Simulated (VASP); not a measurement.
# TaF3 (P-4m2) in VASP: a series of runs

The runs below take TaF3 through single point, relaxation of cell and atoms, with PBE.

Everything below comes from runs of VASP 6.6.1. Logs are shortened: lines on timing, memory, paths and dates and some standing lists are left out, and cuts for length are marked.

## 1. The cell of the first run

It takes space group P-4m2 (No. 115, tetragonal). The conventional cell has a = 3.554 Å, b = 3.554 Å, c = 4.040 Å, α = 90.00°, β = 90.00°, γ = 90.00°. Within 2.7 Å of Ta (site symmetry -4m2) lie 6 F at 2.02 to 2.03 Å. F (site symmetry 2mm) has 2 Ta at 2.03 Å and 2 F at 2.06 Å within 2.7 Å. Within 2.7 Å of F (site symmetry -4m2) lie 2 Ta at 2.02 Å and 4 F at 2.06 Å.

The cell was generated, and may not be a known phase.

## 2. Single point, PBE, collinear spin

Contents of INCAR:

```
  PREC = Accurate
  ENCUT = 520
  EDIFF = 1E-6
  ISMEAR = 0
  SIGMA = 0.1
  LREAL = F
  LASPH = T
  NELM = 150
  ALGO = Normal
  ISIF = 2
  LWAVE = F
  LCHARG = F
  ISPIN = 2
  MAGMOM = 1 0 0 0
  LORBIT = 11
  LMAXMIX = 4
  GGA = PE
  NBANDS = 28
```

Contents of KPOINTS:

```
Automatic mesh
0
Gamma
  6 6 4
```

Contents of POSCAR:

```
TaF3
1.0
    3.5535676200      0.0000000000      0.0000000000
    0.0000000000      3.5535676200      0.0000000000
    0.0000000000      0.0000000000      4.0404000800
Ta F
1 3
Direct
    0.5000000000      0.5000000000      0.5000000000
    0.0000000000      0.5000000000      0.7410496800
    0.5000000000      0.0000000000      0.2589503200
    0.5000000000      0.5000000000      0.0000000000
```

Potentials or basis: VASP PAW PBE potentials, release 64 (Ta_pv, F).

Run with:

```sh
> cat potpaw_PBE.64/Ta_pv/POTCAR potpaw_PBE.64/F/POTCAR > POTCAR
> mpirun -np 1 vasp_std > vasp.out
```

OUTCAR:

```text
PREC = Accurate
   ENCUT = 520
   EDIFF = 1E-6
   ISMEAR = 0
   LREAL = F
   LASPH = T
   NELM = 150
   ISIF = 2
   ISPIN = 2
   LORBIT = 11
   GGA = PE

 ion  position               nearest neighbor table
   1  0.500  0.500  0.500-   4 2.02   4 2.02   2 2.03   3 2.03   3 2.03   2 2.03
   2  0.000  0.500  0.741-   1 2.03   1 2.03
   3  0.500  0.000  0.259-   1 2.03   1 2.03
   4  0.500  0.500  0.000-   1 2.02   1 2.02

  LATTYP: Found a simple tetragonal cell.
 ALAT       =     3.5535676200
 C/A-ratio  =     1.1369982260

  Lattice vectors:

 A1 = (   3.5535676200,   0.0000000000,   0.0000000000)
 A2 = (   0.0000000000,   3.5535676200,   0.0000000000)
 A3 = (   0.0000000000,   0.0000000000,   4.0404000800)

Analysis of symmetry for initial positions (statically):
=====================================================================
 Subroutine PRICEL returns:
 Original cell was already a primitive cell.

 Routine SETGRP: Setting up the symmetry group for a
 simple tetragonal supercell.

 Subroutine GETGRP returns: Found  8 space group operations
 (whereof  8 operations were pure point group operations)
 out of a pool of 16 trial point group operations.

The static configuration has the point symmetry D_2d.

Analysis of symmetry for dynamics (positions and initial velocities):
=====================================================================
 Subroutine PRICEL returns:
 Original cell was already a primitive cell.

 Routine SETGRP: Setting up the symmetry group for a
 simple tetragonal supercell.

 Subroutine GETGRP returns: Found  8 space group operations
 (whereof  8 operations were pure point group operations)
 out of a pool of 16 trial point group operations.

The dynamic configuration has the point symmetry D_2d.

Analysis of structural, dynamic, and magnetic symmetry:
=====================================================================
 Subroutine PRICEL returns:
 Original cell was already a primitive cell.

 Routine SETGRP: Setting up the symmetry group for a
 simple tetragonal supercell.

 Subroutine GETGRP returns: Found  8 space group operations
 (whereof  8 operations were pure point group operations)
 out of a pool of 16 trial point group operations.

The overall configuration has the point symmetry D_2d.

 Subroutine INISYM returns: Found  8 space group operations
 (whereof  8 operations are pure point group operations),
 and found     1 'primitive' translations

----------------------------------------------------------------------------------------

                                     Primitive cell

  volume of cell :      51.0215

  direct lattice vectors                    reciprocal lattice vectors
     3.553567620  0.000000000  0.000000000     0.281407337  0.000000000  0.000000000
     0.000000000  3.553567620  0.000000000     0.000000000  0.281407337  0.000000000
     0.000000000  0.000000000  4.040400080     0.000000000  0.000000000  0.247500243

  length of vectors
     3.553567620  3.553567620  4.040400080     0.281407337  0.281407337  0.247500243

  position of ions in fractional coordinates (direct lattice)
     0.500000000  0.500000000  0.500000000
     0.000000000  0.500000000  0.741049680
     0.500000000  0.000000000  0.258950320
     0.500000000  0.500000000  0.000000000

  ion indices of the primitive-cell ions
   primitive index   ion index
                 1           1
                 2           2
                 3           3
                 4           4

----------------------------------------------------------------------------------------

 KPOINTS: Automatic mesh

Automatic generation of k-mesh.
 Grid dimensions read from file:
 generate k-points for:    6    6    4

 Generating k-lattice:

  Cartesian coordinates                     Fractional coordinates (reciprocal lattice)
     0.046901223  0.000000000  0.000000000     0.166666667  0.000000000  0.000000000
     0.000000000  0.046901223  0.000000000     0.000000000  0.166666667  0.000000000
     0.000000000  0.000000000  0.061875061     0.000000000  0.000000000  0.250000000

  Length of vectors
     0.046901223  0.046901223  0.061875061

  Shift w.r.t. Gamma in fractional coordinates (k-lattice)
     0.000000000  0.000000000  0.000000000

 Subroutine IBZKPT returns following result:
 ===========================================

 Found     30 irreducible k-points:

 Following reciprocal coordinates:
            Coordinates               Weight
  0.000000  0.000000  0.000000      1.000000
  0.166667  0.000000  0.000000      4.000000
  0.333333  0.000000  0.000000      4.000000
  0.500000  0.000000  0.000000      2.000000
  0.166667  0.166667  0.000000      4.000000
  0.333333  0.166667  0.000000      8.000000
[... 16 lines left out ...]
  0.333333  0.000000  0.500000      4.000000
  0.500000  0.000000  0.500000      2.000000
 [... further k-points ...]
   k-points           NKPTS =     30   k-points in BZ     NKDIM =     30   number of bands    NBANDS=     28
   number of dos      NEDOS =    301   number of ions     NIONS =      4
   total plane-waves  NPLWV =  23520
   dimension x,y,z NGX =    28 NGY =   28 NGZ =   30
   dimension x,y,z NGXF=    56 NGYF=   56 NGZF=   60
   ions per type =               1   3
   NGX,Y,Z   is equivalent  to a cutoff of  13.10, 13.10, 12.34 a.u.
   NGXF,Y,Z  is equivalent  to a cutoff of  26.20, 26.20, 24.69 a.u.
 SYSTEM =  unknown system
   PREC   = accura    normal or accurate (medium, high low for compatibility)
   ISTART =      0    job   : 0-new  1-cont  2-samecut
   ICHARG =      2    charge: 1-file 2-atom 10-const
   ISPIN  =      2    spin polarized calculation?
   LNONCOLLINEAR =      F non collinear calculations
   LSORBIT =      F    spin-orbit coupling
   LASPH  =      T    aspherical Exc in radial PAW
   ENCUT  =  520.0 eV  38.22 Ry    6.18 a.u.   6.61  6.61  7.51*2*pi/ulx,y,z
   NELM   =    150;   NELMIN=  2; NELMDL= -5     # of ELM steps
   EDIFF  = 0.1E-05   stopping-criterion for ELM
   LREAL  =      F    real-space projection
   EDIFFG = 0.1E-04   stopping-criterion for IOM
   NSW    =      0    number of steps for IOM
   IBRION =     -1    ionic relax: 0-MD 1-quasi-New 2-CG
   NFREE  =      0    steps in history (QN), initial steepest desc. (CG)
   ISIF   =      2    stress and relaxation
   ISYM   =      2    0-nonsym 1-usesym 2-fastsym
   POTIM  = 0.5000    time-step for ionic-motion
   TEBEG  =    0.0;   TEEND  =   0.0 temperature during run
   PSTRESS=    0.0 pullay stress
   NELECT =      32.0000    total number of electrons
   NUPDOWN=      -1.0000    fix difference up-down
   EMIN   =  10.00;   EMAX   =-10.00  energy-range for DOS
   EFERMI =   0.00;   METHOD = LEGACY
   ISMEAR =     0;   SIGMA  =   0.10  broadening in eV -4-tet -1-fermi 0-gaus
   EFERMI_NEDOS =   21; number of points for ismear=-14 and -15
   IALGO  =     38    algorithm
   IMIX   =      4    mixing-type and parameters
     AMIX     =   0.40;   BMIX     =  1.00
     AMIX_MAG =   1.60;   BMIX_MAG =  1.00
  volume/ion in A,a.u.               =      12.76        86.08
  Fermi-wavevector in a.u.,A,eV,Ry     =   1.401330  2.648129 26.718098  1.963725
  Thomas-Fermi vector in A             =   2.524202
   LORBIT       =     11    0 simple, 1 ext, 2 COOP (PROOUT), +10 PAW based schemes
   GGA     = PE    functional components
   LHFCALC =     F    Hartree Fock is set to
   AEXX    =    0.0000 exact exchange contribution
   IVDW    =     0    specifies the selected vdW correction
   LEPSILON=     F    determine dielectric tensor
   LRPA    =     F    only Hartree local field effects (RPA)
 spin polarized calculation
 Gauss-broadening in eV      SIGMA  =   0.10
  energy-cutoff  :      520.00
  volume of cell :       51.02
 maximum number of plane-waves:      1400
 NGX is ok and might be reduce to    28
   NGX = 13   NGY = 13   NGZ = 15

 number of electron      32.0000040 magnetization       1.7908448

 Free energy of the ion-electron system (eV)
  ---------------------------------------------------
  ext. energy  EPLUGINS =         0.00000000
  ---------------------------------------------------
  free energy    TOTEN  =       -23.74267357 eV

  energy without entropy =      -23.73393771  energy(sigma->0) =      -23.73830564

 E-fermi :   4.8918     XC(G=0): -10.2114

 val. band max:        4.8828950234   @ k =   0.3333   0.1667   0.2500
 cond. band min:       4.9402514601   @ k =   0.5000   0.3333   0.5000
 fundamental gap:      0.0573564366
 Fermi energy:         4.8917894075

 spin component 1

 k-point     1 :       0.0000    0.0000    0.0000
  band No.  band energies     occupation
      1     -32.7010      1.00000
      2     -32.3720      1.00000
      3     -32.3717      1.00000
      4     -23.2620      1.00000
      5     -22.0103      1.00000
      6     -20.8795      1.00000
[... 20 lines left out ...]
     27      16.6721      0.00000
[... 691 lines left out ...]
      6     -20.8430      1.00000
[... 20 lines left out ...]
     27      18.9337      0.00000
     28      19.1072      0.00000

 [... further k-points ...]

 spin component 2

 k-point     1 :       0.0000    0.0000    0.0000
  band No.  band energies     occupation
      1     -32.1547      1.00000
      2     -31.4886      1.00000
      3     -31.4886      1.00000
      4     -23.1580      1.00000
      5     -21.8742      1.00000
      6     -20.7906      1.00000
[... 20 lines left out ...]
     27      17.2001      0.00000
[... 691 lines left out ...]
      6     -20.7743      1.00000
[... 20 lines left out ...]
     27      19.5722      0.00000
     28      20.1274      0.00000

 [... further k-points ...]

------------------------ aborting loop because EDIFF is reached ----------------------------------------

  FORCE on cell =-STRESS in cart. coord.  units (eV):
  Direction    XX          YY          ZZ          XY          YZ          ZX
  --------------------------------------------------------------------------------------
  -------------------------------------------------------------------------------------
  Total       10.8285974     10.8285974      6.0260891      0.0000000      0.0000000      0.0000000
  in kB      340.0394074    340.0394074    189.2311330      0.0000000      0.0000000      0.0000000
  external PRESSURE =     289.7699826 kB  Pullay stress =       0.0000000 kB

 VOLUME and BASIS-vectors are now :
 -----------------------------------------------------------------------------
  energy-cutoff  :      520.00
  volume of cell :       51.02
      direct lattice vectors                 reciprocal lattice vectors
     3.553567620  0.000000000  0.000000000     0.281407337  0.000000000  0.000000000
     0.000000000  3.553567620  0.000000000     0.000000000  0.281407337  0.000000000
     0.000000000  0.000000000  4.040400080     0.000000000  0.000000000  0.247500243

 POSITION                                       TOTAL-FORCE (eV/Angst)
 -----------------------------------------------------------------------------------
      1.77678      1.77678      2.02020         0.000000     -0.000000      0.000000
      0.00000      1.77678      2.99414         0.000000     -0.000000     -2.014718
      1.77678      0.00000      1.04626        -0.000000     -0.000000      2.014718
      1.77678      1.77678      0.00000         0.000000      0.000000      0.000000
 -----------------------------------------------------------------------------------
    total drift:                                0.000000      0.000000     -0.000000

  FREE ENERGIE OF THE ION-ELECTRON SYSTEM (eV)
  ---------------------------------------------------
  free  energy   TOTEN  =       -23.7426735672 eV

  energy  without entropy=      -23.7339377083  energy(sigma->0) =      -23.73830564

 total charge

# of ion       s       p       d       tot
------------------------------------------
    1        0.252   6.188   2.342   8.781
    2        1.757   4.374   0.000   6.131
    3        1.757   4.374   0.000   6.131
    4        1.751   4.440   0.000   6.190
--------------------------------------------------
tot          5.518  19.375   2.342  27.234

 magnetization (x)

# of ion       s       p       d       tot
------------------------------------------
    1        0.025   0.020   1.117   1.162
    2        0.004   0.055   0.000   0.059
    3        0.004   0.055   0.000   0.059
    4        0.000   0.019   0.000   0.019
--------------------------------------------------
tot          0.034   0.148   1.117   1.299
```

It took 83 s on 1 thread of Intel Xeon 8259CL, shared host; peak memory 0.21 GiB.

What came out:

```yaml
Free_energy: -23.7427 eV
Pressure: 29.0 GPa
Largest_force: 2.015 eV/Å
Net_moment: 1.79 μB per cell
Site_moments: Ta +1.16; F +0.06, +0.02 (each value once) μB
Valence_electrons_inside_the_program's_atomic_spheres: Ta 8.78; F 6.13, 6.19 (each value once)
```

Forces in eV/Å, atoms in the order of the input:
```
Ta   0.000  0.000  0.000
F    0.000  0.000 -2.015
F    0.000  0.000  2.015
F    0.000  0.000  0.000
```

Stress tensor (GPa, compression positive):
```
34.00  0.00  0.00
 0.00 34.00  0.00
 0.00  0.00 18.92
```

Caveat: the k points lie up to 0.39 Å⁻¹ apart; spin-orbit coupling is left out, which moves the levels of the heavy elements; forces of over 1 eV/Å act on the atoms, so gaps and moduli don't describe the material at rest.

## 3. Relaxation of cell and atoms, PBE, collinear spin

Contents of INCAR:

```
ALGO     = Normal         # electronic algorithm
EDIFF    = 1E-7           # SCF threshold, eV
EDIFFG   = -0.04          # ionic threshold
ENCUT    = 600            # plane-wave cutoff, eV
GGA      = PE             # functional
IBRION   = 2              # ionic algorithm
ISIF     = 3              # what is computed and relaxed
ISMEAR   = 0              # smearing method
ISPIN    = 2              # spin polarisation
LASPH    = T              # aspherical terms in the spheres
LCHARG   = F              # write CHGCAR
LMAXMIX  = 4              # l up to which the mixer works
LORBIT   = 11             # projections on sites
LREAL    = F              # projectors in reciprocal space
LWAVE    = F              # write WAVECAR
MAGMOM   = 1 0 0 0        # initial moments
NELM     = 150            # most SCF steps
NSW      = 90             # ionic steps
PREC     = Accurate       # precision mode
SIGMA    = 0.1            # smearing width, eV
```

Contents of KPOINTS:

```
k-points
0
Gamma
  6 6 4
```

POSCAR is that of step 2.

Potentials or basis: VASP PAW PBE potentials, release 64 (Ta_pv, F).

Run with:

```sh
> cat potpaw_PBE.64/Ta_pv/POTCAR potpaw_PBE.64/F/POTCAR > POTCAR
> mpirun -np 1 vasp_std > vasp.out
```

Wall time 21 min (1 thread of Intel Xeon 8259CL, shared host); peak memory 0.23 GiB.

The run converged. Its results:

```yaml
Free_energy: -26.9001 eV
Relaxed_volume: 17.88 Å³/atom
Relaxed_cell: a = 4.142 Å, b = 4.142 Å, c = 4.168 Å, α = 90.00°, β = 90.00°, γ = 90.00°
Space_group_after_relaxing_to_0.1_Å: Pm-3m (No. 221)
Energy_gained_by_relaxing: 787.3 meV/atom
Ionic_steps: 17
Pressure_after_relaxing: 0.0 GPa
Largest_force_after_relaxing: 0.014 eV/Å
Band_gap_on_the_k_mesh: zero (filled and empty bands overlap)
Net_moment: 2.00 μB per cell
Site_moments: Ta +1.54; F +0.02 μB
Valence_electrons_inside_the_program's_atomic_spheres: Ta 8.68; F 6.13, 6.12 (each value once)
```

Forces on the atoms (eV/Å):
```
Ta   0.000  0.000  0.000
F    0.000  0.000 -0.014
F    0.000  0.000  0.014
F    0.000  0.000  0.000
```

Stress tensor (GPa, compression positive):
```
 0.00  0.00  0.00
 0.00  0.00  0.00
 0.00  0.00 -0.14
```

Step by step:
```csv
step,energy change (eV),largest force (eV/Å),pressure (GPa),volume (Å³)
1,0.0000,2.0145,28.84,51.02
2,-1.3069,2.4565,-8.60,69.86
3,-1.3436,2.4165,-4.89,66.19
4,-2.0386,1.6738,-1.10,67.03
5,-2.1456,1.2778,2.40,67.42
6,-2.6086,0.9057,-1.39,70.52
7,-2.9272,0.5385,-6.08,74.95
8,-2.9451,0.4055,-7.38,76.32
9,-3.0372,0.0353,7.44,67.65
10,-3.1298,0.1754,0.58,71.09
11,-3.1297,0.1706,0.76,70.99
12,-3.1410,0.1144,0.77,70.97
13,-3.1443,0.0571,0.77,70.96
14,-3.1468,0.0032,-1.09,72.15
15,-3.1481,0.0233,-0.42,71.71
16,-3.1487,0.0075,0.21,71.37
17,-3.1492,0.0139,-0.05,71.51
```

Final structure:
```
CELL_PARAMETERS angstrom
4.14235 0.00000 0.00000
0.00000 4.14235 0.00000
0.00000 0.00000 4.16751
ATOMIC_POSITIONS crystal
Ta 0.50000 0.50000 0.50000
F 0.00000 0.50000 0.50182
F 0.50000 0.00000 0.49818
F 0.50000 0.50000 0.00000
```

Levels at points of the mesh, in eV from the Fermi level:
Spin up:
```
           k point  band 14  band 15  band 16  band 17  band 18  band 19  band 20  band 21
(0.00, 0.00, 0.00)    -7.59    -7.59    -1.42    -1.42    -1.42    -0.06     1.54     1.60
(0.50, 0.00, 0.00)    -7.67    -7.60    -1.37    -0.20    -0.20     1.52     1.65     3.09
(0.50, 0.50, 0.00)    -7.87    -7.14    -0.14    -0.14     0.73     1.89     5.24     5.24
(0.00, 0.00, 0.50)    -7.68    -7.68    -1.37    -0.24    -0.24     1.58     1.67     3.07
(0.50, 0.00, 0.50)    -7.96    -7.11    -0.18    -0.14     0.70     2.00     5.21     5.22
(0.50, 0.50, 0.50)    -7.11    -7.11     0.79     0.79     0.82     4.77     5.48     5.61
```
Spin down:
| k point | band 12 | band 13 | band 14 | band 15 | band 16 | band 17 | band 18 | band 19 |
| --- | --- | --- | --- | --- | --- | --- | --- | --- |
| (0.00, 0.00, 0.00) | -7.62 | -7.56 | -7.50 | -7.50 | 0.29 | 0.29 | 0.29 | 0.41 |
| (0.50, 0.00, 0.00) | -8.05 | -7.61 | -7.59 | -7.52 | 0.35 | 1.37 | 1.38 | 2.32 |
| (0.50, 0.50, 0.00) | -8.08 | -7.76 | -7.76 | -7.06 | 1.45 | 1.45 | 2.16 | 2.78 |
| (0.00, 0.00, 0.50) | -7.99 | -7.65 | -7.60 | -7.60 | 0.34 | 1.34 | 1.34 | 2.37 |
| (0.50, 0.00, 0.50) | -7.97 | -7.85 | -7.85 | -7.03 | 1.42 | 1.45 | 2.13 | 2.88 |
| (0.50, 0.50, 0.50) | -9.02 | -7.06 | -7.02 | -7.02 | 2.32 | 2.32 | 2.35 | 4.92 |

Caveat: the k points lie up to 0.38 Å⁻¹ apart in the final cell, too coarse for converged energies and pressures of a metal; the volume moved by over 15 % at a fixed basis, so the end points are rough; spin-orbit coupling is left out, which moves the levels of the heavy elements.

The gap in the log of VASP goes by the Fermi energy; the results here count the filled bands.